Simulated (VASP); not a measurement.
# W (Im-3m) in VASP: further runs, part 2 of 2

VASP 6.6.1. Earlier steps stand in the parts before.

## (4) Single point, PBE

This run uses another cell than the first one, of 15.49 Å³/atom, 1.091 times its volume.

Input file INCAR:

```
PREC = Accurate
ENCUT = 520
EDIFF = 1E-6
ISMEAR = 0
SIGMA = 0.15
LREAL = F
LASPH = T
NELM = 60
ALGO = Normal
ISIF = 2
LWAVE = F
LCHARG = T
GGA = PE
LELF = T
LVHAR = T
NBANDS = 13
```

Input file KPOINTS:

```
regular mesh
0
Gamma
  22 22 22
```

Input file POSCAR:

```
W
1.0
   -1.5703186771      1.5703186771      1.5703186771
    1.5703186771     -1.5703186771      1.5703186771
    1.5703186771      1.5703186771     -1.5703186771
W
1
Direct
    0.0000000000      0.0000000000      0.0000000000
```

Potentials or basis: VASP PAW PBE potentials, release 64 (W_sv).

Run with:

```bash
> cat potpaw_PBE.64/W_sv/POTCAR > POTCAR
> mpirun -np 1 vasp_std > vasp.out
```

OUTCAR:

```text
PREC = Accurate
   ENCUT = 520
   EDIFF = 1E-6
   ISMEAR = 0
   LREAL = F
   LASPH = T
   NELM = 60
   ISIF = 2
   GGA = PE

 ion  position               nearest neighbor table
   1  0.000  0.000  0.000-

  LATTYP: Found a body centered cubic cell.
 ALAT       =     3.1406373542

  Lattice vectors:

 A1 = (  -1.5703186771,   1.5703186771,   1.5703186771)
 A2 = (   1.5703186771,  -1.5703186771,   1.5703186771)
 A3 = (   1.5703186771,   1.5703186771,  -1.5703186771)

Analysis of symmetry for initial positions (statically):
=====================================================================
 Subroutine PRICEL returns:
 Original cell was already a primitive cell.

 Routine SETGRP: Setting up the symmetry group for a
 body centered cubic supercell.

 Subroutine GETGRP returns: Found 48 space group operations
 (whereof 48 operations were pure point group operations)
 out of a pool of 48 trial point group operations.

The static configuration has the point symmetry O_h .

Analysis of symmetry for dynamics (positions and initial velocities):
=====================================================================
 Subroutine PRICEL returns:
 Original cell was already a primitive cell.

 Routine SETGRP: Setting up the symmetry group for a
 body centered cubic supercell.

 Subroutine GETGRP returns: Found 48 space group operations
 (whereof 48 operations were pure point group operations)
 out of a pool of 48 trial point group operations.

The dynamic configuration has the point symmetry O_h .

 Subroutine INISYM returns: Found 48 space group operations
 (whereof 48 operations are pure point group operations),
 and found     1 'primitive' translations

----------------------------------------------------------------------------------------

                                     Primitive cell

  volume of cell :      15.4890

  direct lattice vectors                    reciprocal lattice vectors
    -1.570318677  1.570318677  1.570318677     0.000000000  0.318406708  0.318406708
     1.570318677 -1.570318677  1.570318677     0.318406708  0.000000000  0.318406708
     1.570318677  1.570318677 -1.570318677     0.318406708  0.318406708  0.000000000

  length of vectors
     2.719871733  2.719871733  2.719871733     0.450295084  0.450295084  0.450295084

  position of ions in fractional coordinates (direct lattice)
     0.000000000  0.000000000  0.000000000

  ion indices of the primitive-cell ions
   primitive index   ion index
                 1           1

----------------------------------------------------------------------------------------

 KPOINTS: regular mesh

Automatic generation of k-mesh.
 Grid dimensions read from file:
 generate k-points for:   22   22   22

 Generating k-lattice:

  Cartesian coordinates                     Fractional coordinates (reciprocal lattice)
     0.000000000  0.014473032  0.014473032     0.045454545  0.000000000  0.000000000
     0.014473032  0.000000000  0.014473032     0.000000000  0.045454545  0.000000000
     0.014473032  0.014473032  0.000000000     0.000000000  0.000000000  0.045454545

  Length of vectors
     0.020467958  0.020467958  0.020467958

  Shift w.r.t. Gamma in fractional coordinates (k-lattice)
     0.000000000  0.000000000  0.000000000

 Subroutine IBZKPT returns following result:
 ===========================================

 Found    328 irreducible k-points:

 Following reciprocal coordinates:
            Coordinates               Weight
  0.000000  0.000000  0.000000      1.000000
  0.045455  0.000000  0.000000     12.000000
  0.090909  0.000000  0.000000     12.000000
  0.136364  0.000000  0.000000     12.000000
  0.181818  0.000000  0.000000     12.000000
  0.227273  0.000000  0.000000     12.000000
[... 16 lines left out ...]
  0.090909  0.090909  0.000000     24.000000
  0.136364  0.090909  0.000000     48.000000
 [... further k-points ...]
   k-points           NKPTS =    328   k-points in BZ     NKDIM =    328   number of bands    NBANDS=     13
   number of dos      NEDOS =    301   number of ions     NIONS =      1
   total plane-waves  NPLWV =   8000
   dimension x,y,z NGX =    20 NGY =   20 NGZ =   20
   dimension x,y,z NGXF=    40 NGYF=   40 NGZF=   40
   ions per type =               1
   NGX,Y,Z   is equivalent  to a cutoff of  12.22, 12.22, 12.22 a.u.
   NGXF,Y,Z  is equivalent  to a cutoff of  24.45, 24.45, 24.45 a.u.
 SYSTEM =  unknown system
   PREC   = accura    normal or accurate (medium, high low for compatibility)
   ISTART =      0    job   : 0-new  1-cont  2-samecut
   ICHARG =      2    charge: 1-file 2-atom 10-const
   ISPIN  =      1    spin polarized calculation?
   LNONCOLLINEAR =      F non collinear calculations
   LSORBIT =      F    spin-orbit coupling
   LASPH  =      T    aspherical Exc in radial PAW
   ENCUT  =  520.0 eV  38.22 Ry    6.18 a.u.   5.06  5.06  5.06*2*pi/ulx,y,z
   NELM   =     60;   NELMIN=  2; NELMDL= -5     # of ELM steps
   EDIFF  = 0.1E-05   stopping-criterion for ELM
   LREAL  =      F    real-space projection
   EDIFFG = 0.1E-04   stopping-criterion for IOM
   NSW    =      0    number of steps for IOM
   IBRION =     -1    ionic relax: 0-MD 1-quasi-New 2-CG
   NFREE  =      0    steps in history (QN), initial steepest desc. (CG)
   ISIF   =      2    stress and relaxation
   ISYM   =      2    0-nonsym 1-usesym 2-fastsym
   POTIM  = 0.5000    time-step for ionic-motion
   TEBEG  =    0.0;   TEEND  =   0.0 temperature during run
   PSTRESS=    0.0 pullay stress
   NELECT =      14.0000    total number of electrons
   NUPDOWN=      -1.0000    fix difference up-down
   EMIN   =  10.00;   EMAX   =-10.00  energy-range for DOS
   EFERMI =   0.00;   METHOD = LEGACY
   ISMEAR =     0;   SIGMA  =   0.15  broadening in eV -4-tet -1-fermi 0-gaus
   EFERMI_NEDOS =   21; number of points for ismear=-14 and -15
   IALGO  =     38    algorithm
   IMIX   =      4    mixing-type and parameters
     AMIX     =   0.40;   BMIX     =  1.00
     AMIX_MAG =   1.60;   BMIX_MAG =  1.00
  volume/ion in A,a.u.               =      15.49       104.52
  Fermi-wavevector in a.u.,A,eV,Ry     =   1.582862  2.991175 34.088745  2.505452
  Thomas-Fermi vector in A             =   2.682720
   LORBIT       =      0    0 simple, 1 ext, 2 COOP (PROOUT), +10 PAW based schemes
   GGA     = PE    functional components
   LHFCALC =     F    Hartree Fock is set to
   AEXX    =    0.0000 exact exchange contribution
   IVDW    =     0    specifies the selected vdW correction
   LEPSILON=     F    determine dielectric tensor
   LRPA    =     F    only Hartree local field effects (RPA)
 non-spin polarized calculation
 Gauss-broadening in eV      SIGMA  =   0.15
  energy-cutoff  :      520.00
  volume of cell :       15.49
 maximum number of plane-waves:       430
   NGX = 11   NGY = 11   NGZ = 11

 number of electron      14.0000005 magnetization

 Free energy of the ion-electron system (eV)
  ---------------------------------------------------
  ext. energy  EPLUGINS =         0.00000000
  ---------------------------------------------------
  free energy    TOTEN  =       -12.92596729 eV

  energy without entropy =      -12.91964548  energy(sigma->0) =      -12.92280639

 E-fermi :  11.7876     XC(G=0): -13.7727

 val. band max:       11.7867479469   @ k =  -0.1364   0.1364   0.1364
 cond. band min:      11.7919495792   @ k =   0.5000   0.5000   0.2273
 fundamental gap:      0.0052016323
 Fermi energy:        11.7875963609

 k-point     1 :       0.0000    0.0000    0.0000
  band No.  band energies     occupation
      1     -62.3732      2.00000
      2     -25.8990      2.00000
      3     -25.8990      2.00000
      4     -25.8990      2.00000
      5       2.0172      2.00000
      6      10.5129      2.00000
      7      10.5129      2.00000
      8      10.5129      2.00000
      9      14.0984      0.00000
     10      14.0984      0.00000
     11      26.3509      0.00000
     12      26.3509      0.00000
     13      26.3509      0.00000

 k-point     2 :       0.0455    0.0000    0.0000
  band No.  band energies     occupation
      1     -62.3702      2.00000
      2     -25.9296      2.00000
      3     -25.9084      2.00000
      4     -25.8991      2.00000
      5       2.1208      2.00000
      6      10.4488      2.00000
      7      10.4994      2.00000
      8      10.6128      2.00000
      9      13.9913      0.00000
     10      14.0984      0.00000
     11      26.4421      0.00000
[... 339 lines left out ...]
 k-point    24 :       0.1364    0.0909    0.0000
  band No.  band energies     occupation
      1     -62.3229      2.00000
      2     -26.3919      2.00000
      3     -26.0288      2.00000
      4     -25.9374      2.00000
      5       3.7710      2.00000
      6       9.6626      2.00000
      7       9.8490      2.00000
      8      12.4582      0.00000
      9      13.1016      0.00000
     10      14.3684      0.00000
     11      27.5979      0.00000
     12      28.6135      0.00000
     13      29.4023      0.00000

 [... further k-points ...]
[... 5 lines left out ...]
  --------------------------------------------------------------------------------------
  -------------------------------------------------------------------------------------
  Total        1.3800783      1.3800783      1.3800783      0.0000000     -0.0000000      0.0000000
  in kB      142.7548694    142.7548694    142.7548694      0.0000000     -0.0000000      0.0000000
  external PRESSURE =     142.7548694 kB  Pullay stress =       0.0000000 kB

 VOLUME and BASIS-vectors are now :
 -----------------------------------------------------------------------------
  energy-cutoff  :      520.00
  volume of cell :       15.49
      direct lattice vectors                 reciprocal lattice vectors
    -1.570318677  1.570318677  1.570318677     0.000000000  0.318406708  0.318406708
     1.570318677 -1.570318677  1.570318677     0.318406708  0.000000000  0.318406708
     1.570318677  1.570318677 -1.570318677     0.318406708  0.318406708  0.000000000

 POSITION                                       TOTAL-FORCE (eV/Angst)
 -----------------------------------------------------------------------------------
      0.00000      0.00000      0.00000        -0.000000      0.000000      0.000000
 -----------------------------------------------------------------------------------
    total drift:                                0.000000      0.000000      0.000000

  FREE ENERGIE OF THE ION-ELECTRON SYSTEM (eV)
  ---------------------------------------------------
  free  energy   TOTEN  =       -12.9259672898 eV

  energy  without entropy=      -12.9196454847  energy(sigma->0) =      -12.92280639
```

Wall time 25 s (1 thread of Intel Xeon 6975P-C, shared host); peak memory 0.17 GiB.

Results:

```
Free energy            : -12.9260 eV
Pressure               : 14.3 GPa
Band gap on the k mesh : zero (band 7 reaches 17.12 eV, above the bottom of band 8 at 10.51 eV)
```

Caveat: spin-orbit coupling is left out, which moves the levels of the heavy elements.

## (5) Single point, PBE

This run uses another cell than the first one, of 16.78 Å³/atom, 1.182 times its volume.

Input file INCAR:

```
PREC     = Accurate       # precision mode
ENCUT    = 520            # plane-wave cutoff, eV
EDIFF    = 1E-6           # SCF threshold, eV
ISMEAR   = 0              # smearing method
SIGMA    = 0.15           # smearing width, eV
LREAL    = False          # projectors in reciprocal space
LASPH    = True           # aspherical terms in the spheres
NELM     = 80             # most SCF steps
ALGO     = Normal         # electronic algorithm
ISIF     = 2              # what is computed and relaxed
LWAVE    = False          # write WAVECAR
LCHARG   = False          # write CHGCAR
GGA      = PE             # functional
NBANDS   = 13             # bands
```

Input file KPOINTS:

```
Automatic mesh
0
Gamma
  22 22 22
```

Input file POSCAR:

```
W
1.0
   -1.6127881423      1.6127881423      1.6127881423
    1.6127881423     -1.6127881423      1.6127881423
    1.6127881423      1.6127881423     -1.6127881423
W
1
Direct
    0.0000000000      0.0000000000      0.0000000000
```

Run with:

```bash
> cat potpaw_PBE.64/W_sv/POTCAR > POTCAR
> mpirun -np 1 vasp_std > vasp.out
```

Run time: 28 s. Hardware: 1 thread of Intel Xeon 6975P-C, shared host; peak memory 0.19 GiB.

It converged, with:

* Free energy: -12.9351 eV
* Pressure: -10.5 GPa
* Band gap on the k mesh: zero (band 7 reaches 15.40 eV, above the bottom of band 8 at 9.50 eV)

Levels at points of the mesh, in eV from the Fermi level:
```csv
k point,band 3,band 4,band 5,band 6,band 7,band 8,band 9,band 10,band 11,band 12
"(0.00, 0.00, 0.00)",-37.89,-37.89,-9.31,-1.13,-1.13,-1.13,2.14,2.14,14.40,14.40
"(0.50, 0.00, 0.00)",-38.24,-37.90,-5.90,-3.29,0.51,2.00,2.91,5.66,10.19,11.35
"(0.50, 0.50, 0.50)",-38.65,-38.65,-5.38,-5.38,4.77,4.77,4.77,7.82,7.82,7.82
```

Caveat: spin-orbit coupling is left out, which moves the levels of the heavy elements.

## (6) Single point, PBE

This run uses another cell than the first one, of 17.43 Å³/atom, 1.227 times its volume.

Input file INCAR:

```
PREC     = Accurate       # precision mode
ENCUT    = 520            # plane-wave cutoff, eV
EDIFF    = 1E-6           # SCF threshold, eV
ISMEAR   = 0              # smearing method
SIGMA    = 0.15           # smearing width, eV
LREAL    = F              # projectors in reciprocal space
LASPH    = T              # aspherical terms in the spheres
NELM     = 60             # most SCF steps
ALGO     = Fast           # electronic algorithm
ISIF     = 2              # what is computed and relaxed
LWAVE    = F              # write WAVECAR
LCHARG   = F              # write CHGCAR
GGA      = PE             # functional
NBANDS   = 13             # bands
```

Input file KPOINTS:

```
regular mesh
0
Gamma
  22 22 22
```

Input file POSCAR:

```
W
1.0
   -1.6332245751      1.6332245751      1.6332245751
    1.6332245751     -1.6332245751      1.6332245751
    1.6332245751      1.6332245751     -1.6332245751
W
1
Direct
    0.0000000000      0.0000000000      0.0000000000
```

Potentials or basis: VASP PAW PBE potentials, release 64 (W_sv).

Run with:

```bash
> cat potpaw_PBE.64/W_sv/POTCAR > POTCAR
> mpirun -np 1 vasp_std > vasp.out
```

It took 42 s on 1 thread of Intel Xeon 6975P-C, shared host; peak memory 0.19 GiB.

It converged, with:

```yaml
Free_energy: -12.8742 eV
Pressure: -19.5 GPa
Band_gap_on_the_k_mesh: zero (band 7 reaches 14.63 eV, above the bottom of band 8 at 9.04 eV)
```

Levels at points of the mesh, in eV from the Fermi level:
| k point | band 5 | band 6 | band 7 | band 8 | band 9 | band 10 |
| --- | --- | --- | --- | --- | --- | --- |
| (0.00, 0.00, 0.00) | -9.09 | -1.07 | -1.07 | -1.07 | 2.05 | 2.05 |
| (0.50, 0.00, 0.00) | -5.67 | -3.12 | 0.42 | 1.90 | 2.76 | 5.36 |
| (0.50, 0.50, 0.50) | -5.10 | -5.10 | 4.52 | 4.52 | 4.52 | 7.55 |

Caveat: spin-orbit coupling is left out, which moves the levels of the heavy elements.

## (7) Single point, PBE

This run uses another cell than the first one, of 18.07 Å³/atom, 1.273 times its volume.

Input file INCAR:

```
PREC = Accurate ; ENCUT = 520
EDIFF = 1E-6 ; ISMEAR = 0
SIGMA = 0.15 ; LREAL = False
LASPH = True ; NELM = 100
ALGO = Fast ; ISIF = 2
LWAVE = False ; LCHARG = False
GGA = PE ; NBANDS = 13
```

Input file KPOINTS:

```
Automatic mesh
0
Gamma
  22 22 22
```

Input file POSCAR:

```
W
1.0
   -1.6531314880      1.6531314880      1.6531314880
    1.6531314880     -1.6531314880      1.6531314880
    1.6531314880      1.6531314880     -1.6531314880
W
1
Direct
    0.0000000000      0.0000000000      0.0000000000
```

Potentials or basis: VASP PAW PBE potentials, release 64 (W_sv).

Run with:

```bash
> cat potpaw_PBE.64/W_sv/POTCAR > POTCAR
> mpirun -np 1 vasp_std > vasp.out
```

OUTCAR:

```text
PREC = Accurate
   ENCUT = 520
   EDIFF = 1E-6
   ISMEAR = 0
   LREAL = False
   LASPH = True
   NELM = 100
   ISIF = 2
   GGA = PE

 ion  position               nearest neighbor table
   1  0.000  0.000  0.000-

  LATTYP: Found a body centered cubic cell.
 ALAT       =     3.3062629760

  Lattice vectors:

 A1 = (  -1.6531314880,   1.6531314880,   1.6531314880)
 A2 = (   1.6531314880,  -1.6531314880,   1.6531314880)
 A3 = (   1.6531314880,   1.6531314880,  -1.6531314880)

[... 554 lines left out ...]
      4     -28.4780      2.00000
      5       2.2373      2.00000
      6       7.9269      2.00000
      7       8.0813      2.00000
      8      10.1748      0.00000
      9      10.8139      0.00000
     10      11.7891      0.00000
     11      24.7006      0.00000
     12      25.2688      0.00000
     13      26.0080      0.00000

 [... further k-points ...]
[... 5 lines left out ...]
  --------------------------------------------------------------------------------------
  -------------------------------------------------------------------------------------
  Total       -3.0145312     -3.0145312     -3.0145312     -0.0000000      0.0000000     -0.0000000
  in kB     -267.2687487   -267.2687487   -267.2687487     -0.0000000      0.0000000     -0.0000000
  external PRESSURE =    -267.2687487 kB  Pullay stress =       0.0000000 kB

 VOLUME and BASIS-vectors are now :
 -----------------------------------------------------------------------------
  energy-cutoff  :      520.00
  volume of cell :       18.07
      direct lattice vectors                 reciprocal lattice vectors
    -1.653131488  1.653131488  1.653131488     0.000000000  0.302456280  0.302456280
     1.653131488 -1.653131488  1.653131488     0.302456280  0.000000000  0.302456280
     1.653131488  1.653131488 -1.653131488     0.302456280  0.302456280  0.000000000

 POSITION                                       TOTAL-FORCE (eV/Angst)
 -----------------------------------------------------------------------------------
      0.00000      0.00000      0.00000        -0.000000      0.000000     -0.000000
 -----------------------------------------------------------------------------------
    total drift:                                0.000000      0.000000      0.000000

  FREE ENERGIE OF THE ION-ELECTRON SYSTEM (eV)
  ---------------------------------------------------
  free  energy   TOTEN  =       -12.7807381758 eV

  energy  without entropy=      -12.7746879831  energy(sigma->0) =      -12.77771308
```

OSZICAR:

```text
N       E                     dE             d eps       ncg     rms          rms(c)
DAV:   1     0.857923379174E+02    0.85792E+02   -0.75120E+03  8562   0.120E+03
DAV:   2    -0.117844543083E+02   -0.97577E+02   -0.93659E+02  9648   0.314E+02
DAV:   3    -0.135078768852E+02   -0.17234E+01   -0.17147E+01  9343   0.404E+01
DAV:   4    -0.135161314638E+02   -0.82546E-02   -0.82543E-02  9353   0.308E+00
DAV:   5    -0.135162102453E+02   -0.78781E-04   -0.78782E-04  9458   0.288E-01    0.164E+01
RMM:   6    -0.129190876928E+02    0.59712E+00   -0.54161E-01  9238   0.667E+00    0.610E+00
RMM:   7    -0.127835484202E+02    0.13554E+00   -0.35596E-01  9245   0.535E+00    0.122E+00
RMM:   8    -0.127812787027E+02    0.22697E-02   -0.14168E-02 10421   0.122E+00    0.262E-01
RMM:   9    -0.127807613476E+02    0.51736E-03   -0.21778E-03 10039   0.528E-01    0.354E-02
RMM:  10    -0.127807442533E+02    0.17094E-04   -0.37498E-04 10367   0.226E-01    0.287E-02
RMM:  11    -0.127807389000E+02    0.53533E-05   -0.27475E-05 10546   0.704E-02    0.656E-03
RMM:  12    -0.127807381758E+02    0.72420E-06   -0.66410E-06 10018   0.318E-02
   1 F= -.12780738E+02 E0= -.12777713E+02  d E =-.605019E-02
```

Wall time 42 s (1 thread of Intel Xeon 6975P-C, shared host); peak memory 0.2 GiB.

What came out:

- Free energy: -12.7807 eV
- Pressure: -26.7 GPa
- Band gap on the k mesh: zero (band 7 reaches 13.91 eV, above the bottom of band 8 at 8.60 eV)

Caveat: spin-orbit coupling is left out, which moves the levels of the heavy elements.

## (8) Overview

```csv
cell,gap on the mesh (eV),pressure (GPa)
"a = 2.642 Å, angles 109.5°, 1 atom",none,51.6
"a = 2.682 Å, angles 109.5°, 1 atom",none,31.0
"a = 2.720 Å, angles 109.5°, 1 atom",none,14.3
"a = 2.793 Å, angles 109.5°, 1 atom",none,-10.5
"a = 2.829 Å, angles 109.5°, 1 atom",none,-19.5
"a = 2.863 Å, angles 109.5°, 1 atom",none,-26.7
```

Alike in all rows: task single point; level PBE; potentials or basis VASP PAW PBE potentials, release 64 (W_sv); no spin polarisation; k mesh 22 × 22 × 22; cutoff (eV) 520; smearing gaussian 0.15 eV.

Caveats: spin-orbit coupling is left out, which moves the levels of the heavy elements.

Total energies depend on the potentials used, so only differences within one code and one set of settings carry meaning.
